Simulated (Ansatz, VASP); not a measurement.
# Cu3Pd: VASP beside Ansatz

```xyz
4
Lattice="3.7710 0.0000 0.0000 0.0000 3.7710 0.0000 0.0000 0.0000 3.7710" Properties=species:S:1:pos:R:3 pbc="T T T"
Cu    0.0000    1.8855    1.8855
Cu    1.8855    0.0000    1.8855
Cu    1.8855    1.8855    0.0000
Pd    0.0000    0.0000    0.0000
```

Change from the starting cell: volume scaled by 1.04.

Alike in both runs: task single point; functional PBEsol; k mesh 9 × 9 × 9; occupations fermi-dirac, width 0.05 eV; no spin polarisation.

```csv
,VASP,Ansatz
version,VASP 6.6.1,Ansatz 0.2.0
potentials or method,"VASP PAW PBE potentials, release 64 (Cu, Pd), cutoff 520 eV","all-electron LAPW, scalar-relativistic"
```

```tsv
	VASP	Ansatz	Ansatz less VASP
pressure (GPa)	-12.6	-13.0	-0.44
```

VASP's potentials were made for PBE, not for PBEsol. Ansatz ran all-electron here, and VASP with PAW potentials.
